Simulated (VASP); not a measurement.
# SiO2 (Imma) in VASP: notebook, part 2 of 2

VASP 6.6.1.

### 4 Single point, PBE

This run uses another cell than the first one, of 14.82 Å³/atom.

Contents of INCAR:

```
SYSTEM = SiO2
PREC = Accurate
ENCUT = 520
EDIFF = 1E-6
ISMEAR = 0
SIGMA = 0.02
LREAL = .False.
LASPH = .True.
NELM = 80
ALGO = Normal
ISIF = 2
LWAVE = .False.
LCHARG = .False.
GGA = PE
NBANDS = 44
```

Contents of KPOINTS:

```
regular mesh
0
Gamma
  6 6 6
  0 0 0
```

Contents of POSCAR:

```
SiO2
1.0
   -2.6575681144      3.7332725128      4.4799453369
    2.6575681144     -3.7332725128      4.4799453369
    2.6575681144      3.7332725128     -4.4799453369
Si O
4 8
Direct
    0.8610864866      0.8237762038      0.0373102827
    0.7135340789      0.1762237962      0.5373102827
    0.1389135134      0.1762237962      0.9626897173
    0.2864659211      0.8237762038      0.4626897173
    0.0421001082      0.7921001082      0.2500000000
    0.9578998918      0.2078998918      0.7500000000
    0.6991416617      0.5000000000      0.6991416617
    0.3008583383      0.0000000000      0.8008583383
    0.3008583383      0.5000000000      0.3008583383
    0.6991416617      0.0000000000      0.1991416617
    0.0000000000      0.0000000000      0.0000000000
    0.5000000000      0.0000000000      0.5000000000
```

Potentials or basis: VASP PAW PBE potentials, release 64 (Si, O).

Run with:

```sh
> cat potpaw_PBE.64/Si/POTCAR potpaw_PBE.64/O/POTCAR > POTCAR
> mpirun -np 1 vasp_std > vasp.out
```

OUTCAR:

```text
SYSTEM = SiO2
   PREC = Accurate
   ENCUT = 520
   EDIFF = 1E-6
   ISMEAR = 0
   LREAL = .False.
   LASPH = .True.
   NELM = 80
   ISIF = 2
   GGA = PE

 ion  position               nearest neighbor table
   1  0.861  0.824  0.037-  11 1.60   5 1.61   7 1.62  10 1.62   2 2.97   2 2.97
   2  0.714  0.176  0.537-  12 1.60   6 1.61  10 1.62   7 1.62   1 2.97   1 2.97
   3  0.139  0.176  0.963-  11 1.60   6 1.61   9 1.62   8 1.62   4 2.97   4 2.97
   4  0.286  0.824  0.463-  12 1.60   5 1.61   9 1.62   8 1.62   3 2.97   3 2.97
   5  0.042  0.792  0.250-   1 1.61   4 1.61
   6  0.958  0.208  0.750-   3 1.61   2 1.61
   7  0.699  0.500  0.699-   2 1.62   1 1.62
   8  0.301  0.000  0.801-   4 1.62   3 1.62
   9  0.301  0.500  0.301-   4 1.62   3 1.62
  10  0.699  0.000  0.199-   2 1.62   1 1.62
  11  0.000  0.000  0.000-   1 1.60   3 1.60
  12  0.500  0.000  0.500-   2 1.60   4 1.60

  LATTYP: Found a body centered orthorhombic cell.
 ALAT       =     5.3151362288
 B/A-ratio  =     1.4047702080
 C/A-ratio  =     1.6857311437

  Lattice vectors:

 A1 = (  -2.6575681144,   3.7332725128,   4.4799453369)
 A2 = (   2.6575681144,  -3.7332725128,   4.4799453369)
 A3 = (   2.6575681144,   3.7332725128,  -4.4799453369)

Analysis of symmetry for initial positions (statically):
=====================================================================
 Subroutine PRICEL returns:
 Original cell was already a primitive cell.

 Routine SETGRP: Setting up the symmetry group for a
 body centered orthorhombic supercell.

 Subroutine GETGRP returns: Found  8 space group operations
 (whereof  4 operations were pure point group operations)
 out of a pool of  8 trial point group operations.

The static configuration has the point symmetry C_2h.
 The point group associated with its full space group is D_2h.

[... 159 lines left out ...]
   LHFCALC =     F    Hartree Fock is set to
   AEXX    =    0.0000 exact exchange contribution
   IVDW    =     0    specifies the selected vdW correction
   LEPSILON=     F    determine dielectric tensor
   LRPA    =     F    only Hartree local field effects (RPA)
 non-spin polarized calculation
 Gauss-broadening in eV      SIGMA  =   0.02
  energy-cutoff  :      520.00
  volume of cell :      177.79
 maximum number of plane-waves:      4816
   NGX = 23   NGY = 23   NGZ = 23

 number of electron      64.0000024 magnetization

 Free energy of the ion-electron system (eV)
  ---------------------------------------------------
  ext. energy  EPLUGINS =         0.00000000
  ---------------------------------------------------
  free energy    TOTEN  =       -94.39910351 eV

  energy without entropy =      -94.39910351  energy(sigma->0) =      -94.39910351

 E-fermi :   0.1404     XC(G=0):  -8.1857

 val. band max:        0.0467394759   @ k =   0.5000   0.5000   0.5000
 cond. band min:       5.5128580930   @ k =   0.0000   0.0000   0.0000
 fundamental gap:      5.4661186171
 Fermi energy:         0.1403759173

 k-point     1 :       0.0000    0.0000    0.0000
  band No.  band energies     occupation
      1     -19.5624      2.00000
      2     -18.5195      2.00000
      3     -18.0924      2.00000
      4     -17.8194      2.00000
      5     -17.5719      2.00000
      6     -17.4935      2.00000
[... 1117 lines left out ...]
     43      11.4113      0.00000
     44      11.5759      0.00000

 [... further k-points ...]

------------------------ aborting loop because EDIFF is reached ----------------------------------------

  FORCE on cell =-STRESS in cart. coord.  units (eV):
  Direction    XX          YY          ZZ          XY          YZ          ZX
  --------------------------------------------------------------------------------------
  -------------------------------------------------------------------------------------
  Total        4.7313824      4.4240221      4.4999990      0.0000000      0.0000000      0.0000000
  in kB       42.6375097     39.8676894     40.5523662      0.0000000      0.0000000      0.0000000
  external PRESSURE =      41.0191884 kB  Pullay stress =       0.0000000 kB

 VOLUME and BASIS-vectors are now :
 -----------------------------------------------------------------------------
  energy-cutoff  :      520.00
  volume of cell :      177.79
      direct lattice vectors                 reciprocal lattice vectors
    -2.657568114  3.733272513  4.479945337     0.000000000  0.133930753  0.111608505
     2.657568114 -3.733272513  4.479945337     0.188141932  0.000000000  0.111608505
     2.657568114  3.733272513 -4.479945337     0.188141932  0.133930753  0.000000000

 POSITION                                       TOTAL-FORCE (eV/Angst)
 -----------------------------------------------------------------------------------
     -0.00000      0.27858      7.38094         0.000000     -0.038257      0.013096
      0.00000      4.01185      1.57895         0.000000     -0.038257     -0.013096
      2.65757      3.45469     -2.90100        -0.000000      0.038257     -0.013096
      2.65757     -0.27858      2.90100         0.000000      0.038257      0.013096
      2.65757     -1.86664      2.61719        -0.000000      0.000000      0.002208
      0.00000      5.59991      1.86276        -0.000000     -0.000000     -0.002208
      1.32878      3.35354      2.23997        -0.000000     -0.002092     -0.000000
      1.32878      4.11301     -2.23997        -0.000000      0.002092     -0.000000
      1.32878      0.37974      2.23997        -0.000000      0.002092     -0.000000
     -1.32878      3.35354      2.23997        -0.000000     -0.002092     -0.000000
      0.00000      0.00000      0.00000        -0.000000     -0.000000     -0.000000
      0.00000      3.73327      0.00000        -0.000000      0.000000     -0.000000
 -----------------------------------------------------------------------------------
    total drift:                                0.000001     -0.000001     -0.000001

  FREE ENERGIE OF THE ION-ELECTRON SYSTEM (eV)
  ---------------------------------------------------
  free  energy   TOTEN  =       -94.3991035084 eV

  energy  without entropy=      -94.3991035084  energy(sigma->0) =      -94.39910351
```

OSZICAR:

```text
N       E                     dE             d eps       ncg     rms          rms(c)
DAV:   1     0.405726168198E+03    0.40573E+03   -0.32193E+04  4048   0.132E+03
DAV:   2    -0.750102497474E+02   -0.48074E+03   -0.46309E+03  5284   0.307E+02
DAV:   3    -0.107040491835E+03   -0.32030E+02   -0.31852E+02  5000   0.841E+01
DAV:   4    -0.107475873943E+03   -0.43538E+00   -0.43449E+00  5056   0.108E+01
DAV:   5    -0.107483882202E+03   -0.80083E-02   -0.80037E-02  4896   0.143E+00    0.294E+01
DAV:   6    -0.944447764316E+02    0.13039E+02   -0.49422E+01  4660   0.324E+01    0.139E+01
DAV:   7    -0.944170967673E+02    0.27680E-01   -0.15031E+00  4788   0.511E+00    0.508E+00
DAV:   8    -0.943886567554E+02    0.28440E-01   -0.83269E-02  4964   0.179E+00    0.193E+00
DAV:   9    -0.943955006573E+02   -0.68439E-02   -0.43612E-02  4584   0.121E+00    0.394E-01
DAV:  10    -0.943986318425E+02   -0.31312E-02   -0.25913E-03  4416   0.244E-01    0.169E-01
DAV:  11    -0.943991248868E+02   -0.49304E-03   -0.88923E-04  4404   0.184E-01    0.437E-02
DAV:  12    -0.943991163438E+02    0.85430E-05   -0.35307E-05  5144   0.425E-02    0.294E-02
DAV:  13    -0.943991050035E+02    0.11340E-04   -0.31752E-05  4412   0.359E-02    0.113E-02
DAV:  14    -0.943991039002E+02    0.11032E-05   -0.94482E-06  4856   0.217E-02    0.672E-03
DAV:  15    -0.943991035084E+02    0.39184E-06   -0.22286E-06  3232   0.848E-03
   1 F= -.94399104E+02 E0= -.94399104E+02  d E =-.183885E-13
```

Run time: 7.1 min. Hardware: 1 thread of Oxide Virtual Turin-like, shared host; peak memory 0.42 GiB.

Results:

| Quantity | Value |
| --- | --- |
| Free energy | -94.3991 eV |
| Pressure | 4.1 GPa |
| Largest force | 0.040 eV/Å |
| Band gap on the k mesh | 5.47 eV (least direct gap 5.48 eV) |

Forces in eV/Å, atoms in the order of the input:
```
Si   0.000 -0.038  0.013
Si   0.000 -0.038 -0.013
Si   0.000  0.038 -0.013
Si   0.000  0.038  0.013
O    0.000  0.000  0.002
O    0.000  0.000 -0.002
O    0.000 -0.002  0.000
O    0.000  0.002  0.000
O    0.000  0.002  0.000
O    0.000 -0.002  0.000
O    0.000  0.000  0.000
O    0.000  0.000  0.000
```

Levels at points of the mesh, in eV from the valence-band top:
```tsv
k point	band 28	band 29	band 30	band 31	band 32	band 33	band 34	band 35	band 36	band 37
(0.00, 0.00, 0.00)	-0.88	-0.82	-0.74	-0.54	-0.02	5.47	8.03	8.88	9.25	9.30
(0.50, 0.00, 0.00)	-0.81	-0.74	-0.46	-0.40	-0.39	6.90	7.25	8.89	9.04	9.38
(0.00, 0.50, 0.00)	-1.26	-1.15	-0.91	-0.65	-0.31	7.66	7.90	9.07	9.11	9.14
(0.50, 0.50, 0.00)	-1.15	-0.71	-0.71	-0.64	-0.64	7.99	7.99	8.72	8.72	9.18
(0.50, 0.50, 0.50)	-0.92	-0.88	-0.77	-0.56	0.00	7.65	7.87	8.02	8.39	9.02
```

Caveat: the cell stands under pressure.

### 5 Overview

```tsv
task	cell	cutoff (eV)	gap on the mesh (eV)	pressure (GPa)	largest force (eV/Å)
relaxation of shape and atoms at fixed volume	relaxed from a = 6.730 Å, angles 134.3, 101.6, 95.8°, 12 atoms, atomic positions A	600	5.40	1.0	-
single point	a = 6.149 Å, angles 128.8, 110.5, 91.3°, 12 atoms, atomic positions B	520	5.52	12.2	0.05
single point	a = 6.409 Å, angles 131.0, 108.7, 91.3°, 12 atoms, atomic positions C	520	5.47	4.1	0.04
```

Alike in all rows: level PBE; potentials or basis VASP PAW PBE potentials, release 64 (Si, O); no spin polarisation; k mesh 6 × 6 × 6; smearing gaussian 0.02 eV.

Caveats: the cell stands under pressure (at least some runs).

Absolute energies hang on the potentials; compare differences alone.
